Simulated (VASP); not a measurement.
## NaCl: single point with PBE

The system is NaCl.

```
Na Cl
1.0
     0.00000    2.71862    2.71862
     2.71862    0.00000    2.71862
     2.71862    2.71862    0.00000
Na Cl
1 1
Direct
  0.00000 0.00000 0.00000
  0.50000 0.50000 0.50000
```

This cell differs from its parent crystal: strain -3.0%.

```yaml
Program: VASP 6.6.1
Task: single point
Functional: PBE
Potentials_or_basis: VASP PAW PBE potentials, release 64 (Na_pv, Cl)
Cutoff: 520 eV
k_mesh: 4 × 4 × 4
Occupations: gaussian, width 0.01 eV
Spin: no spin polarisation
Dipole_correction: no
Further_INCAR_settings: ALGO = Normal; EDIFF = 1e-06; NBANDS = 14
```

- Pressure: 4.6 GPa
- Band gap on the k mesh: 5.56 eV

Levels at points of the mesh, in eV from the valence-band top:
| k point | band 5 | band 6 | band 7 | band 8 | band 9 | band 10 |
| --- | --- | --- | --- | --- | --- | --- |
| (0.00, 0.00, 0.00) | 0.00 | 0.00 | 0.00 | 5.56 | 11.21 | 11.21 |
| (0.50, 0.00, 0.00) | -2.28 | -0.33 | -0.33 | 7.46 | 11.23 | 11.23 |
| (0.50, 0.50, 0.00) | -1.97 | -0.71 | -0.71 | 7.85 | 7.96 | 12.13 |

Run time: 4.7 s on 1 thread of Intel(R) Xeon(R) Platinum 8488C (Sapphire Rapids) (shared host), peak memory 0.15 GiB.

Caveat: the k points lie up to 0.50 Å⁻¹ apart; the cell differs from its parent crystal (strain -3.0%).
